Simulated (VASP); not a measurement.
Set up this calculation in VASP 6.6.1, as the native input.

```
Task                   : single point
Functional             : RPBE
Potentials or basis    : VASP PAW PBE potentials, release 64 (Al)
Cutoff                 : 520 eV
k mesh                 : 10 × 10 × 10
Occupations            : fermi-dirac, width 0.1 eV
Spin                   : no spin polarisation
Dipole correction      : no
Further INCAR settings : ALGO = Normal; EDIFF = 1e-07; NBANDS = 10
```

The structure of Al lies in POSCAR:

```
Al
1.0
    0.0000000000      2.9651697254      2.9651697254
    2.9651697254      0.0000000000      2.9651697254
    2.9651697254      2.9651697254      0.0000000000
Al
2
Direct
    0.1250000000      0.1250000000      0.1250000000
    0.8750000000      0.8750000000      0.8750000000
```

This cell differs from its parent crystal: volume scaled by 0.92.

These files were run (other wordings do the same):

INCAR

```
SYSTEM = Al
PREC = Accurate
ENCUT = 520
EDIFF = 1E-7
ISMEAR = -1
SIGMA = 0.1
LREAL = .False.
LASPH = .True.
NELM = 60
ALGO = Normal
ISIF = 2
LWAVE = .False.
LCHARG = .True.
GGA = RP
LELF = .True.
LVHAR = .True.
NBANDS = 10
```

KPOINTS

```
Automatic mesh
0
Gamma
  10 10 10
  0 0 0
```

Potentials or basis: VASP PAW PBE potentials, release 64 (Al).

The run is started by

```sh
$ cat potpaw_PBE.64/Al/POTCAR > POTCAR
$ mpirun -np 1 vasp_std > vasp.out
```

Results of the run:

```
Pressure               : 3.4 GPa
Band gap on the k mesh : zero (band 3 reaches 5.44 eV, above the bottom of band 4 at 1.83 eV)
```

Caveat: the PAW data sets were made with another functional, which shifts forces and pressure a little.

Run time: 41 s on 1 thread of AMD EPYC 7R13 (shared host), peak memory 0.14 GiB.
